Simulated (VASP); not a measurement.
# AlSi62 (a cell with a defect) in VASP: notebook, part 3 of 3

VASP 6.6.1.

## Step 4: Relaxation of the atoms, PBE+D3(BJ)

INCAR reads:

```
SYSTEM = AlSi62
ALGO = Normal
EDIFF = 1E-7
EDIFFG = -0.03
ENCUT = 520
GGA = PE
IBRION = 2
ISIF = 2
ISMEAR = 0
IVDW = 12
LASPH = .TRUE.
LCHARG = .FALSE.
LREAL = Auto
LUSENCCL = .FALSE.
LWAVE = .FALSE.
NELECT = 252.0
NELM = 80
NSW = 80
PREC = Accurate
SIGMA = 0.05
```

KPOINTS reads:

```
k-points
0
G
  1 1 1
  0 0 0
```

POSCAR reads:

```
AlSi62
1.0
   10.8600000000      0.0000000000      0.0000000000
    0.0000000000     10.8600000000      0.0000000000
    0.0000000000      0.0000000000     10.8600000000
Si Al
62 1
Direct
    0.5000000000      0.0000000000      0.0000000000
    0.6250000000      0.1250000000      0.1250000000
    0.7500000000      0.2500000000      0.0000000000
    0.8750000000      0.3750000000      0.1250000000
    0.7500000000      0.0000000000      0.2500000000
    0.8750000000      0.1250000000      0.3750000000
    0.0000000000      0.0000000000      0.0000000000
    0.1250000000      0.1250000000      0.1250000000
    0.2500000000      0.2500000000      0.0000000000
    0.3750000000      0.3750000000      0.1250000000
    0.5000000000      0.5000000000      0.0000000000
    0.6250000000      0.6250000000      0.1250000000
    0.7500000000      0.7500000000      0.0000000000
    0.8750000000      0.8750000000      0.1250000000
    0.2500000000      0.0000000000      0.2500000000
    0.3750000000      0.1250000000      0.3750000000
    0.5000000000      0.2500000000      0.2500000000
    0.6250000000      0.3750000000      0.3750000000
    0.7500000000      0.5000000000      0.2500000000
    0.8750000000      0.6250000000      0.3750000000
    0.5000000000      0.0000000000      0.5000000000
    0.6250000000      0.1250000000      0.6250000000
    0.7500000000      0.2500000000      0.5000000000
    0.8750000000      0.3750000000      0.6250000000
    0.7500000000      0.0000000000      0.7500000000
    0.8750000000      0.1250000000      0.8750000000
    0.0000000000      0.5000000000      0.0000000000
    0.3750000000      0.8750000000      0.1250000000
    0.0000000000      0.2500000000      0.2500000000
    0.1250000000      0.3750000000      0.3750000000
    0.2500000000      0.5000000000      0.2500000000
    0.3750000000      0.6250000000      0.3750000000
    0.5000000000      0.7500000000      0.2500000000
    0.6250000000      0.8750000000      0.3750000000
    0.0000000000      0.0000000000      0.5000000000
    0.1250000000      0.1250000000      0.6250000000
    0.2500000000      0.2500000000      0.5000000000
    0.3750000000      0.3750000000      0.6250000000
    0.5000000000      0.5000000000      0.5000000000
    0.6250000000      0.6250000000      0.6250000000
    0.7500000000      0.7500000000      0.5000000000
    0.8750000000      0.8750000000      0.6250000000
    0.2500000000      0.0000000000      0.7500000000
    0.3750000000      0.1250000000      0.8750000000
    0.5000000000      0.2500000000      0.7500000000
    0.6250000000      0.3750000000      0.8750000000
    0.7500000000      0.5000000000      0.7500000000
    0.8750000000      0.6250000000      0.8750000000
    0.0000000000      0.7500000000      0.2500000000
    0.1250000000      0.8750000000      0.3750000000
    0.0000000000      0.5000000000      0.5000000000
    0.1250000000      0.6250000000      0.6250000000
    0.2500000000      0.7500000000      0.5000000000
    0.3750000000      0.8750000000      0.6250000000
    0.0000000000      0.2500000000      0.7500000000
    0.1250000000      0.3750000000      0.8750000000
    0.2500000000      0.5000000000      0.7500000000
    0.3750000000      0.6250000000      0.8750000000
    0.5000000000      0.7500000000      0.7500000000
    0.6250000000      0.8750000000      0.8750000000
    0.0000000000      0.7500000000      0.7500000000
    0.1250000000      0.8750000000      0.8750000000
    0.2500000000      0.7500000000      0.0000000000
```

Potentials or basis: VASP PAW PBE potentials, release 64 (Si, Al).

Run with:

```bash
$ cat potpaw_PBE.64/Si/POTCAR potpaw_PBE.64/Al/POTCAR > POTCAR
$ mpirun -np 1 vasp_gam > vasp.out
```

OUTCAR:

```text
SYSTEM = AlSi62
   EDIFF = 1E-7
   EDIFFG = -0.03
   ENCUT = 520
   GGA = PE
   IBRION = 2
   ISIF = 2
   ISMEAR = 0
   IVDW = 12
   LASPH = .TRUE.
   LREAL = Auto
   NELECT = 252.0
   NELM = 80
   NSW = 80
   PREC = Accurate
 IVDW          = 12

 ion  position               nearest neighbor table
   1  0.500  0.000  0.000-   2 2.35  28 2.35  44 2.35  60 2.35
   2  0.625  0.125  0.125-   1 2.35   3 2.35   5 2.35  17 2.35
   3  0.750  0.250  0.000-   2 2.35   4 2.35  26 2.35  46 2.35
   4  0.875  0.375  0.125-   3 2.35  19 2.35  27 2.35  29 2.35
   5  0.750  0.000  0.250-   2 2.35   6 2.35  14 2.35  34 2.35
   6  0.875  0.125  0.375-   5 2.35  23 2.35  29 2.35  35 2.35
[... 43 lines left out ...]
  50  0.125  0.875  0.375-  15 2.35  35 2.35  49 2.35  53 2.35
  51  0.000  0.500  0.500-  20 2.35  24 2.35  30 2.35  52 2.35
  52  0.125  0.625  0.625-  51 2.35  53 2.35  57 2.35  61 2.35
  53  0.250  0.750  0.500-  32 2.35  50 2.35  52 2.35  54 2.35
  54  0.375  0.875  0.625-  21 2.35  43 2.35  53 2.35  59 2.35
  55  0.000  0.250  0.750-  24 2.35  26 2.35  36 2.35  56 2.35
  56  0.125  0.375  0.875-   9 2.35  27 2.35  55 2.35  57 2.35
  57  0.250  0.500  0.750-  38 2.35  52 2.35  56 2.35  58 2.35
  58  0.375  0.625  0.875-  11 2.35  57 2.35  59 2.35  63 2.35
  59  0.500  0.750  0.750-  40 2.35  54 2.35  58 2.35  60 2.35
  60  0.625  0.875  0.875-   1 2.35  13 2.35  25 2.35  59 2.35
  61  0.000  0.750  0.750-  42 2.35  48 2.35  52 2.35  62 2.35
  62  0.125  0.875  0.875-   7 2.35  43 2.35  61 2.35  63 2.35
  63  0.250  0.750  0.000-  28 2.35  58 2.35  62 2.35

  LATTYP: Found a simple cubic cell.
 ALAT       =    10.8600000000

  Lattice vectors:

 A1 = (  10.8600000000,   0.0000000000,   0.0000000000)
 A2 = (   0.0000000000,  10.8600000000,   0.0000000000)
 A3 = (   0.0000000000,   0.0000000000,  10.8600000000)

Analysis of symmetry for initial positions (statically):
=====================================================================
 Subroutine PRICEL returns:
 Original cell was already a primitive cell.

 Routine SETGRP: Setting up the symmetry group for a
 simple cubic supercell.

 Subroutine GETGRP returns: Found  6 space group operations
 (whereof  1 operations were pure point group operations)
 out of a pool of 48 trial point group operations.

The static configuration has the point symmetry C_1 .
 The point group associated with its full space group is C_3v.

Analysis of symmetry for dynamics (positions and initial velocities):
=====================================================================
 Subroutine PRICEL returns:
 Original cell was already a primitive cell.

 Routine SETGRP: Setting up the symmetry group for a
 simple cubic supercell.

 Subroutine GETGRP returns: Found  6 space group operations
 (whereof  1 operations were pure point group operations)
 out of a pool of 48 trial point group operations.

The dynamic configuration has the point symmetry C_1 .
 The point group associated with its full space group is C_3v.

 Subroutine INISYM returns: Found  6 space group operations
 (whereof  1 operations are pure point group operations),
 and found     1 'primitive' translations

----------------------------------------------------------------------------------------

                                     Primitive cell

  volume of cell :    1280.8241

  direct lattice vectors                    reciprocal lattice vectors
    10.860000000  0.000000000  0.000000000     0.092081031  0.000000000  0.000000000
     0.000000000 10.860000000  0.000000000     0.000000000  0.092081031  0.000000000
     0.000000000  0.000000000 10.860000000     0.000000000  0.000000000  0.092081031

  length of vectors
    10.860000000 10.860000000 10.860000000     0.092081031  0.092081031  0.092081031

  position of ions in fractional coordinates (direct lattice)
     0.500000000  0.000000000  0.000000000
     0.625000000  0.125000000  0.125000000
     0.750000000  0.250000000  0.000000000
[... 151 lines left out ...]
 Found      1 irreducible k-points:

 Following reciprocal coordinates:
            Coordinates               Weight
  0.000000  0.000000  0.000000      1.000000
   k-points           NKPTS =      1   k-points in BZ     NKDIM =      1   number of bands    NBANDS=    158
   number of dos      NEDOS =    301   number of ions     NIONS =     63
   total plane-waves  NPLWV = 592704
   dimension x,y,z NGX =    84 NGY =   84 NGZ =   84
   dimension x,y,z NGXF=   168 NGYF=  168 NGZF=  168
   ions per type =              62   1
   NGX,Y,Z   is equivalent  to a cutoff of  12.86, 12.86, 12.86 a.u.
   NGXF,Y,Z  is equivalent  to a cutoff of  25.72, 25.72, 25.72 a.u.
 SYSTEM =  AlSi62
   PREC   = accura    normal or accurate (medium, high low for compatibility)
   ISTART =      0    job   : 0-new  1-cont  2-samecut
   ICHARG =      2    charge: 1-file 2-atom 10-const
   ISPIN  =      1    spin polarized calculation?
   LNONCOLLINEAR =      F non collinear calculations
   LSORBIT =      F    spin-orbit coupling
   LASPH  =      T    aspherical Exc in radial PAW
   ENCUT  =  520.0 eV  38.22 Ry    6.18 a.u.  20.19 20.19 20.19*2*pi/ulx,y,z
   NELM   =     80;   NELMIN=  2; NELMDL= -5     # of ELM steps
   EDIFF  = 0.1E-06   stopping-criterion for ELM
   LREAL  =      T    real-space projection
   EDIFFG = -.3E-01   stopping-criterion for IOM
   NSW    =     80    number of steps for IOM
   IBRION =      2    ionic relax: 0-MD 1-quasi-New 2-CG
   NFREE  =      1    steps in history (QN), initial steepest desc. (CG)
   ISIF   =      2    stress and relaxation
   ISYM   =      2    0-nonsym 1-usesym 2-fastsym
   POTIM  = 0.5000    time-step for ionic-motion
   TEBEG  =    0.0;   TEEND  =   0.0 temperature during run
   PSTRESS=    0.0 pullay stress
   NELECT =     252.0000    total number of electrons
   NUPDOWN=      -1.0000    fix difference up-down
   EMIN   =  10.00;   EMAX   =-10.00  energy-range for DOS
   EFERMI =   0.00;   METHOD = LEGACY
   ISMEAR =     0;   SIGMA  =   0.05  broadening in eV -4-tet -1-fermi 0-gaus
   EFERMI_NEDOS =   21; number of points for ismear=-14 and -15
   IALGO  =     38    algorithm
   IMIX   =      4    mixing-type and parameters
     AMIX     =   0.40;   BMIX     =  1.00
     AMIX_MAG =   1.60;   BMIX_MAG =  1.00
  volume/ion in A,a.u.               =      20.33       137.20
  Fermi-wavevector in a.u.,A,eV,Ry     =   0.952164  1.799329 12.335269  0.906617
  Thomas-Fermi vector in A             =   2.080702
   LORBIT       =      0    0 simple, 1 ext, 2 COOP (PROOUT), +10 PAW based schemes
   GGA     = PE    functional components
   LHFCALC =     F    Hartree Fock is set to
   AEXX    =    0.0000 exact exchange contribution
   IVDW    =    12    specifies the selected vdW correction
   LEPSILON=     F    determine dielectric tensor
   LRPA    =     F    only Hartree local field effects (RPA)
 conjugate gradient relaxation of ions
 non-spin polarized calculation
 Gauss-broadening in eV      SIGMA  =   0.05
  energy-cutoff  :      520.00
  volume of cell :     1280.82
 maximum number of plane-waves:     17229
 NGX is ok and might be reduce to    84
   NGX = 41   NGY = 41   NGZ = 41

--------------------------------------- Ionic step        1  -------------------------------------------

 number of electron     251.9999969 magnetization

 Free energy of the ion-electron system (eV)
  ---------------------------------------------------
  ext. energy  EPLUGINS =         0.00000000
  ---------------------------------------------------
  free energy    TOTEN  =      -324.28858794 eV

  energy without entropy =     -324.23005437  energy(sigma->0) =     -324.25932116

------------------------ aborting loop because EDIFF is reached ----------------------------------------

 Edisp (eV)  -19.80920

 E6    (eV) :   -11.5849
[... 294 lines left out ...]
  FREE ENERGIE OF THE ION-ELECTRON SYSTEM (eV)
  ---------------------------------------------------
  free  energy   TOTEN  =      -344.2286402590 eV

  energy  without entropy=     -344.1689127915  energy(sigma->0) =     -344.19877653

[... ionic steps 4 to 19 ...]

--------------------------------------- Ionic step       20  -------------------------------------------

 number of electron     251.9999996 magnetization

------------------------ aborting loop because EDIFF is reached ----------------------------------------
[... 201 lines left out ...]
--------------------------------------- Ionic step       22  -------------------------------------------

 number of electron     251.9999996 magnetization

 Free energy of the ion-electron system (eV)
  ---------------------------------------------------
  ext. energy  EPLUGINS =         0.00000000
  ---------------------------------------------------
  free energy    TOTEN  =      -324.79001710 eV

  energy without entropy =     -324.73359568  energy(sigma->0) =     -324.76180639

 E-fermi :   6.2493     XC(G=0):  -9.3547

 val. band max:        5.5409925116   @ k =   0.0000   0.0000   0.0000
 cond. band min:       6.2493044317   @ k =   0.0000   0.0000   0.0000
 fundamental gap:      0.7083119201
 Fermi energy:         6.2493041026

 k-point     1 :       0.0000    0.0000    0.0000
  band No.  band energies     occupation
      1      -6.1969      2.00000
      2      -5.1539      2.00000
      3      -5.1539      2.00000
      4      -5.1466      2.00000
      5      -5.1466      2.00000
      6      -5.0862      2.00000
[... 130 lines left out ...]
    137       6.9078      0.00000
    138       6.9078      0.00000
 [bands above 138 left out]

------------------------ aborting loop because EDIFF is reached ----------------------------------------

 Edisp (eV)  -19.74844

 E6    (eV) :   -11.5509
[... 88 lines left out ...]
  FREE ENERGIE OF THE ION-ELECTRON SYSTEM (eV)
  ---------------------------------------------------
  free  energy   TOTEN  =      -344.5384530891 eV

  energy  without entropy=     -344.4820316700  energy(sigma->0) =     -344.51024238

 reached required accuracy - stopping structural energy minimisation
```

It took 9 min on 1 × NVIDIA H100 80GB with 1 thread of AMD EPYC 7R13 (Zen 3), shared host; peak memory 1.8 GiB.

Results:

```
Free energy                  : -344.5385 eV
Energy gained by relaxing    : 7.0 meV/atom
Ionic steps                  : 22
Largest force after relaxing : 0.019 eV/Å
Dispersion energy per atom   : -0.313 eV
```

Forces in eV/Å, atoms in the order of the input:
```
Si  -0.007 -0.007  0.007
Si  -0.013 -0.013  0.000
Si  -0.006 -0.006 -0.009
Si  -0.008 -0.008  0.000
Si   0.011  0.000 -0.015
Si  -0.011 -0.008  0.011
Si   0.002 -0.003  0.009
Si   0.007 -0.005 -0.007
Si   0.003  0.009 -0.003
Si  -0.008  0.011  0.002
Si  -0.003  0.002  0.009
Si  -0.005  0.007 -0.007
Si   0.009  0.003 -0.003
Si   0.011 -0.008  0.002
Si  -0.009 -0.003 -0.002
Si   0.002 -0.003  0.007
Si   0.000  0.011 -0.015
Si  -0.008 -0.011  0.011
Si   0.011  0.010 -0.010
Si  -0.008  0.000  0.008
Si   0.003  0.003 -0.003
Si   0.000  0.000  0.000
Si   0.005  0.005 -0.005
Si  -0.011 -0.011  0.008
Si   0.003  0.003 -0.003
Si  -0.007 -0.003 -0.002
Si   0.005  0.005  0.005
Si   0.006  0.006  0.008
Si   0.010  0.011 -0.010
Si   0.000 -0.008  0.008
Si  -0.005  0.005 -0.005
Si  -0.008 -0.002 -0.011
Si  -0.003 -0.009 -0.002
Si  -0.003  0.002  0.007
Si   0.015  0.000 -0.011
Si   0.000 -0.013  0.013
Si   0.009 -0.006  0.006
Si   0.002 -0.007  0.003
Si   0.000  0.015 -0.011
Si  -0.013  0.000  0.013
Si  -0.006  0.009  0.006
Si  -0.007  0.002  0.003
Si  -0.007 -0.007  0.007
Si   0.000  0.005  0.000
Si   0.003  0.003 -0.003
Si  -0.003 -0.007 -0.002
Si   0.011  0.015  0.000
Si   0.011 -0.002  0.008
Si   0.005 -0.005 -0.005
Si  -0.002 -0.008 -0.011
Si   0.010  0.010 -0.011
Si   0.007  0.007  0.005
Si   0.003  0.003 -0.009
Si   0.000  0.000 -0.005
Si   0.015  0.011  0.000
Si  -0.002  0.011  0.008
Si  -0.009  0.002  0.003
Si   0.006 -0.008 -0.006
Si  -0.007 -0.007  0.007
Si   0.005  0.000  0.000
Si   0.002 -0.009  0.003
Si  -0.008  0.006 -0.006
Al  -0.002 -0.002  0.002
```

Step by step:
| step | energy change (eV) | largest force (eV/Å) | pressure (GPa) |
| --- | --- | --- | --- |
| 1 | 0.0000 | 0.8380 | 1.27 |
| 2 | -0.1170 | 0.4404 | 1.15 |
| 3 | -0.1309 | 0.3072 | 1.11 |
| 4 | -0.1707 | 0.2478 | 1.06 |
| 5 | -0.1908 | 0.2371 | 0.99 |
| 6 | -0.2235 | 0.1835 | 0.94 |
| 7 | -0.2669 | 0.2192 | 0.80 |
| 8 | -0.3009 | 0.2335 | 0.72 |
| 9 | -0.3131 | 0.2615 | 0.65 |
| 10 | -0.3411 | 0.2589 | 0.58 |
| 11 | -0.3527 | 0.2410 | 0.50 |
| 12 | -0.3791 | 0.2055 | 0.45 |
| 13 | -0.3823 | 0.1884 | 0.44 |
| 14 | -0.4057 | 0.1722 | 0.44 |
| 15 | -0.4133 | 0.1616 | 0.46 |
| 16 | -0.4286 | 0.0944 | 0.48 |
| 17 | -0.4291 | 0.0956 | 0.49 |
| 18 | -0.4369 | 0.0598 | 0.51 |
| 19 | -0.4372 | 0.0515 | 0.51 |
| 20 | -0.4396 | 0.0320 | 0.50 |
| 21 | -0.4396 | 0.0313 | 0.50 |
| 22 | -0.4407 | 0.0188 | 0.50 |

Final structure:
```
Si Al
1.0
    10.86000    0.00000    0.00000
     0.00000   10.86000    0.00000
     0.00000    0.00000   10.86000
Si Al
62 1
Direct
  0.49420 0.99420 0.00336
  0.62457 0.12457 0.12443
  0.75195 0.25195 0.00044
  0.88267 0.38267 0.12043
  0.75044 0.00189 0.25086
  0.87692 0.12873 0.37308
  0.99831 0.00197 0.99841
  0.12526 0.12494 0.12474
  0.25015 0.24954 0.99985
  0.37696 0.37447 0.12351
  0.50197 0.49831 0.99841
  0.62494 0.62526 0.12474
  0.74954 0.75015 0.99985
  0.87447 0.87696 0.12351
  0.25159 0.00197 0.25169
  0.37650 0.12680 0.37627
  0.50189 0.25044 0.25086
  0.62873 0.37692 0.37308
  0.75401 0.50257 0.24743
  0.88267 0.62957 0.36733
  0.49929 0.99929 0.50219
  0.62509 0.12509 0.62491
  0.75043 0.25043 0.49957
  0.87692 0.37692 0.62127
  0.74781 0.99929 0.75071
  0.87373 0.12680 0.87350
  0.01262 0.51262 0.99728
  0.36579 0.86579 0.12914
  0.00257 0.25401 0.24743
  0.12957 0.38267 0.36733
  0.25272 0.51262 0.23738
  0.37696 0.62649 0.37553
  0.50197 0.75159 0.25169
  0.62680 0.87650 0.37627
  0.99914 0.00189 0.49956
  0.12557 0.12457 0.62543
  0.24956 0.25195 0.49805
  0.37650 0.37373 0.62320
  0.50189 0.49914 0.49956
  0.62457 0.62557 0.62543
  0.75195 0.74956 0.49805
  0.87373 0.87650 0.62320
  0.24664 0.99420 0.75580
  0.37366 0.12215 0.87634
  0.49929 0.24781 0.75071
  0.62680 0.37373 0.87350
  0.75044 0.49914 0.74811
  0.87447 0.62649 0.87304
  0.01262 0.75272 0.23738
  0.12649 0.87696 0.37553
  0.00257 0.50257 0.49599
  0.12526 0.62526 0.62506
  0.25015 0.75015 0.50046
  0.37366 0.87366 0.62785
  0.99914 0.25044 0.74811
  0.12649 0.37447 0.87304
  0.25159 0.49831 0.74803
  0.36579 0.62086 0.88421
  0.49420 0.74664 0.75580
  0.62215 0.87366 0.87634
  0.99831 0.75159 0.74803
  0.12086 0.86579 0.88421
  0.21154 0.71154 0.03846
```

Levels at points of the mesh, in eV from the Fermi level:
| k point | band 123 | band 124 | band 125 | band 126 | band 127 | band 128 | band 129 | band 130 | band 131 | band 132 |
| --- | --- | --- | --- | --- | --- | --- | --- | --- | --- | --- |
| (0.00, 0.00, 0.00) | -0.88 | -0.88 | -0.71 | 0.00 | 0.00 | 0.16 | 0.16 | 0.23 | 0.24 | 0.27 |

Caveat: the k points lie up to 0.58 Å⁻¹ apart; the cell carries a net charge on a neutralising background, which shifts energy and pressure; the cell is charged against a uniform background, so pressure and absolute levels hang on convention.
